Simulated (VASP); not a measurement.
# AlCo (P-6m2) in VASP: single point with PBE

Aim: the single point of AlCo with PBE.

Everything below comes from runs of VASP 6.6.1. Logs are shortened: lines on timing, memory, paths and dates and some standing lists are left out, and cuts for length are marked.

### Step 1. The cell of the first run

Symmetry: P-6m2, No. 187, hexagonal system. The conventional cell has a = 2.732 Å, b = 2.732 Å, c = 3.815 Å, α = 90.00°, β = 90.00°, γ = 120.00°. Within 3.3 Å of Al (site symmetry -6m2) lie 6 Co at 2.48 Å and 6 Al at 2.73 Å. Co (site symmetry -6m2) has 6 Al at 2.48 Å and 6 Co at 2.73 Å within 3.3 Å.

The cell was generated, and may not be a known phase.

### Step 2. Single point, PBE, collinear spin, ferromagnetic start

The input, INCAR:

```
PREC = Accurate ; ENCUT = 690
EDIFF = 1E-6 ; ISMEAR = 0
SIGMA = 0.1 ; LREAL = F
LASPH = T ; NELM = 200
ALGO = Normal ; ISIF = 2
LWAVE = F ; LCHARG = T
ISPIN = 2 ; MAGMOM = 0 3
LORBIT = 11 ; LMAXMIX = 4
GGA = PE ; LELF = T
LVHAR = T ; NBANDS = 21
GGA_COMPAT = F
```

The input, KPOINTS:

```
regular mesh
0
Gamma
  6 6 4
```

The input, POSCAR:

```
AlCo
1.0
    2.7322326872     -0.0000000029      0.0000000000
   -1.3661163411      2.3661829177      0.0000000000
    0.0000000000      0.0000000000      3.8154033937
Al Co
1 1
Direct
    0.0000000000      0.0000000000      0.5000000000
    0.6666666667      0.3333333333      0.0000000000
```

Potentials or basis: VASP PAW PBE potentials, release 64 (Al, Co_sv).

On the command line:

```console
cat potpaw_PBE.64/Al/POTCAR potpaw_PBE.64/Co_sv/POTCAR > POTCAR
mpirun -np 1 vasp_std > vasp.out
```

OUTCAR:

```text
PREC = Accurate
   ENCUT = 690
   EDIFF = 1E-6
   ISMEAR = 0
   LREAL = F
   LASPH = T
   NELM = 200
   ISIF = 2
   ISPIN = 2
   LORBIT = 11
   GGA = PE

 ion  position               nearest neighbor table
   1  0.000  0.000  0.500-   2 2.48   2 2.48   2 2.48   2 2.48   2 2.48   2 2.48
   2  0.667  0.333  0.000-   1 2.48   1 2.48   1 2.48   1 2.48   1 2.48   1 2.48

  LATTYP: Found a hexagonal cell.
 ALAT       =     2.7322326872
 C/A-ratio  =     1.3964416031

  Lattice vectors:

 A1 = (   2.7322326872,  -0.0000000029,   0.0000000000)
 A2 = (  -1.3661163411,   2.3661829177,   0.0000000000)
 A3 = (   0.0000000000,   0.0000000000,   3.8154033937)

Analysis of symmetry for initial positions (statically):
=====================================================================
 Subroutine PRICEL returns:
 Original cell was already a primitive cell.

 Routine SETGRP: Setting up the symmetry group for a
 hexagonal supercell.

 Subroutine GETGRP returns: Found 12 space group operations
 (whereof 12 operations were pure point group operations)
 out of a pool of 24 trial point group operations.

The static configuration has the point symmetry D_3h.

Analysis of symmetry for dynamics (positions and initial velocities):
=====================================================================
 Subroutine PRICEL returns:
 Original cell was already a primitive cell.

 Routine SETGRP: Setting up the symmetry group for a
 hexagonal supercell.

 Subroutine GETGRP returns: Found 12 space group operations
 (whereof 12 operations were pure point group operations)
 out of a pool of 24 trial point group operations.

The dynamic configuration has the point symmetry D_3h.

Analysis of structural, dynamic, and magnetic symmetry:
=====================================================================
 Subroutine PRICEL returns:
 Original cell was already a primitive cell.

 Routine SETGRP: Setting up the symmetry group for a
 hexagonal supercell.

 Subroutine GETGRP returns: Found 12 space group operations
 (whereof 12 operations were pure point group operations)
 out of a pool of 24 trial point group operations.

The overall configuration has the point symmetry D_3h.

 Subroutine INISYM returns: Found 12 space group operations
 (whereof 12 operations are pure point group operations),
 and found     1 'primitive' translations

----------------------------------------------------------------------------------------

                                     Primitive cell

  volume of cell :      24.6664

  direct lattice vectors                    reciprocal lattice vectors
     2.732232687 -0.000000003  0.000000000     0.366001038  0.211310798  0.000000000
    -1.366116341  2.366182918  0.000000000     0.000000000  0.422621596  0.000000000
     0.000000000  0.000000000  3.815403394     0.000000000  0.000000000  0.262095484

  length of vectors
     2.732232687  2.732232687  3.815403394     0.422621596  0.422621596  0.262095484

  position of ions in fractional coordinates (direct lattice)
     0.000000000  0.000000000  0.500000000
     0.666666667  0.333333333  0.000000000

  ion indices of the primitive-cell ions
   primitive index   ion index
                 1           1
                 2           2

----------------------------------------------------------------------------------------

 KPOINTS: regular mesh

Automatic generation of k-mesh.
 Grid dimensions read from file:
 generate k-points for:    6    6    4

 Generating k-lattice:

  Cartesian coordinates                     Fractional coordinates (reciprocal lattice)
     0.061000173  0.035218466  0.000000000     0.166666667  0.000000000  0.000000000
     0.000000000  0.070436933  0.000000000     0.000000000  0.166666667  0.000000000
     0.000000000  0.000000000  0.065523871     0.000000000  0.000000000  0.250000000

  Length of vectors
     0.070436933  0.070436933  0.065523871

  Shift w.r.t. Gamma in fractional coordinates (k-lattice)
     0.000000000  0.000000000  0.000000000

 Subroutine IBZKPT returns following result:
 ===========================================

 Found     21 irreducible k-points:

 Following reciprocal coordinates:
            Coordinates               Weight
  0.000000  0.000000  0.000000      1.000000
  0.166667  0.000000  0.000000      6.000000
  0.333333  0.000000  0.000000      6.000000
  0.500000 -0.000000  0.000000      3.000000
  0.166667  0.166667  0.000000      6.000000
  0.333333  0.166667  0.000000     12.000000
[... 13 lines left out ...]
  0.333333  0.166667  0.500000     12.000000
  0.333333  0.333333  0.500000      2.000000
   k-points           NKPTS =     21   k-points in BZ     NKDIM =     21   number of bands    NBANDS=     21
   number of dos      NEDOS =    301   number of ions     NIONS =      2
   total plane-waves  NPLWV =  20736
   dimension x,y,z NGX =    24 NGY =   24 NGZ =   36
   dimension x,y,z NGXF=    48 NGYF=   48 NGZF=   72
   ions per type =               1   1
   NGX,Y,Z   is equivalent  to a cutoff of  14.60, 14.60, 15.69 a.u.
   NGXF,Y,Z  is equivalent  to a cutoff of  29.21, 29.21, 31.37 a.u.
 SYSTEM =  unknown system
   PREC   = accura    normal or accurate (medium, high low for compatibility)
   ISTART =      0    job   : 0-new  1-cont  2-samecut
   ICHARG =      2    charge: 1-file 2-atom 10-const
   ISPIN  =      2    spin polarized calculation?
   LNONCOLLINEAR =      F non collinear calculations
   LSORBIT =      F    spin-orbit coupling
   LASPH  =      T    aspherical Exc in radial PAW
   ENCUT  =  690.0 eV  50.71 Ry    7.12 a.u.   5.85  5.85  8.17*2*pi/ulx,y,z
   NELM   =    200;   NELMIN=  2; NELMDL= -5     # of ELM steps
   EDIFF  = 0.1E-05   stopping-criterion for ELM
   LREAL  =      F    real-space projection
   EDIFFG = 0.1E-04   stopping-criterion for IOM
   NSW    =      0    number of steps for IOM
   IBRION =     -1    ionic relax: 0-MD 1-quasi-New 2-CG
   NFREE  =      0    steps in history (QN), initial steepest desc. (CG)
   ISIF   =      2    stress and relaxation
   ISYM   =      2    0-nonsym 1-usesym 2-fastsym
   POTIM  = 0.5000    time-step for ionic-motion
   TEBEG  =    0.0;   TEEND  =   0.0 temperature during run
   PSTRESS=    0.0 pullay stress
   NELECT =      20.0000    total number of electrons
   NUPDOWN=      -1.0000    fix difference up-down
   EMIN   =  10.00;   EMAX   =-10.00  energy-range for DOS
   EFERMI =   0.00;   METHOD = LEGACY
   ISMEAR =     0;   SIGMA  =   0.10  broadening in eV -4-tet -1-fermi 0-gaus
   EFERMI_NEDOS =   21; number of points for ismear=-14 and -15
   IALGO  =     38    algorithm
   IMIX   =      4    mixing-type and parameters
     AMIX     =   0.40;   BMIX     =  1.00
     AMIX_MAG =   1.60;   BMIX_MAG =  1.00
  volume/ion in A,a.u.               =      12.33        83.23
  Fermi-wavevector in a.u.,A,eV,Ry     =   1.526567  2.884794 31.707130  2.330408
  Thomas-Fermi vector in A             =   2.634583
   LORBIT       =     11    0 simple, 1 ext, 2 COOP (PROOUT), +10 PAW based schemes
   GGA     = PE    functional components
   LHFCALC =     F    Hartree Fock is set to
   AEXX    =    0.0000 exact exchange contribution
   IVDW    =     0    specifies the selected vdW correction
   LEPSILON=     F    determine dielectric tensor
   LRPA    =     F    only Hartree local field effects (RPA)
 spin polarized calculation
 Gauss-broadening in eV      SIGMA  =   0.10
  energy-cutoff  :      690.00
  volume of cell :       24.67
 maximum number of plane-waves:      1028
 NGX is ok and might be reduce to    24
   NGX = 11   NGY = 11   NGZ = 17

 number of electron      20.0000022 magnetization       0.7748921

 Free energy of the ion-electron system (eV)
  ---------------------------------------------------
  ext. energy  EPLUGINS =         0.00000000
  ---------------------------------------------------
  free energy    TOTEN  =       -11.50817905 eV

  energy without entropy =      -11.49908661  energy(sigma->0) =      -11.50363283

 E-fermi :  10.4208     XC(G=0): -12.1724

 val. band max:       10.4020490818   @ k =   0.3333   0.0000   0.2500
 cond. band min:      10.4422683707   @ k =   0.1667   0.1667   0.2500
 fundamental gap:      0.0402192888
 Fermi energy:        10.4207667981

 spin component 1

 k-point     1 :       0.0000    0.0000    0.0000
  band No.  band energies     occupation
      1     -84.7375      1.00000
      2     -48.1034      1.00000
      3     -48.1034      1.00000
      4     -47.7544      1.00000
      5      -0.3118      1.00000
      6       6.9130      1.00000
[... 13 lines left out ...]
     20      30.7304      0.00000
     21      34.9238      0.00000
[... 457 lines left out ...]
 k-point    21 :       0.3333    0.3333    0.5000
  band No.  band energies     occupation
      1     -84.7259      1.00000
      2     -48.1667      1.00000
      3     -48.1657      1.00000
      4     -47.7422      1.00000
      5       6.8782      1.00000
      6       7.1443      1.00000
[... 13 lines left out ...]
     20      32.8550      0.00000
     21      33.2328      0.00000
 Fermi energy:        10.4207667981

 spin component 2

 k-point     1 :       0.0000    0.0000    0.0000
  band No.  band energies     occupation
      1     -83.7479      1.00000
      2     -47.1190      1.00000
      3     -46.9742      1.00000
      4     -46.9742      1.00000
      5      -0.3222      1.00000
      6       7.3769      1.00000
[... 13 lines left out ...]
     20      30.6657      0.00000
     21      34.8383      0.00000
[... 457 lines left out ...]
 k-point    21 :       0.3333    0.3333    0.5000
  band No.  band energies     occupation
      1     -83.7359      1.00000
      2     -47.1063      1.00000
      3     -47.0411      1.00000
      4     -47.0399      1.00000
      5       7.1373      1.00000
      6       7.4583      1.00000
[... 13 lines left out ...]
     20      32.7948      0.00000
     21      33.2737      0.00000

------------------------ aborting loop because EDIFF is reached ----------------------------------------

  FORCE on cell =-STRESS in cart. coord.  units (eV):
  Direction    XX          YY          ZZ          XY          YZ          ZX
  --------------------------------------------------------------------------------------
  -------------------------------------------------------------------------------------
  Total       -0.0644005     -0.0644005     -0.1383659      0.0000000     -0.0000000      0.0000000
  in kB       -4.1830526     -4.1830526     -8.9873841      0.0000000     -0.0000000      0.0000000
  external PRESSURE =      -5.7844964 kB  Pullay stress =       0.0000000 kB

 VOLUME and BASIS-vectors are now :
 -----------------------------------------------------------------------------
  energy-cutoff  :      690.00
  volume of cell :       24.67
      direct lattice vectors                 reciprocal lattice vectors
     2.732232687 -0.000000003  0.000000000     0.366001038  0.211310798  0.000000000
    -1.366116341  2.366182918  0.000000000     0.000000000  0.422621596  0.000000000
     0.000000000  0.000000000  3.815403394     0.000000000  0.000000000  0.262095484

 POSITION                                       TOTAL-FORCE (eV/Angst)
 -----------------------------------------------------------------------------------
      0.00000      0.00000      1.90770        -0.000000      0.000000      0.000000
      1.36612      0.78873      0.00000         0.000000     -0.000000      0.000000
 -----------------------------------------------------------------------------------
    total drift:                               -0.000000      0.000000      0.000000

  FREE ENERGIE OF THE ION-ELECTRON SYSTEM (eV)
  ---------------------------------------------------
  free  energy   TOTEN  =       -11.5081790509 eV

  energy  without entropy=      -11.4990866052  energy(sigma->0) =      -11.50363283

 total charge

# of ion       s       p       d       tot
------------------------------------------
    1        0.418   0.420   0.000   0.838
    2        2.213   6.101   6.802  15.116
--------------------------------------------------
tot          2.631   6.521   6.802  15.954

 magnetization (x)

# of ion       s       p       d       tot
------------------------------------------
    1       -0.002  -0.008   0.000  -0.010
    2        0.001   0.001   0.819   0.821
--------------------------------------------------
tot         -0.001  -0.007   0.819   0.811
```

Run time: 65 s. Hardware: 1 thread of AMD EPYC 7R43 (Zen 3), shared host; peak memory 0.14 GiB.

Results:

```yaml
Free_energy: -11.5082 eV
Pressure: -0.6 GPa
Net_moment: 0.77 μB per cell
Site_moments: Al -0.01; Co +0.82 μB
Valence_electrons_inside_the_program's_atomic_spheres: Al 0.84; Co 15.12
```

Caveat: the k points lie up to 0.44 Å⁻¹ apart.
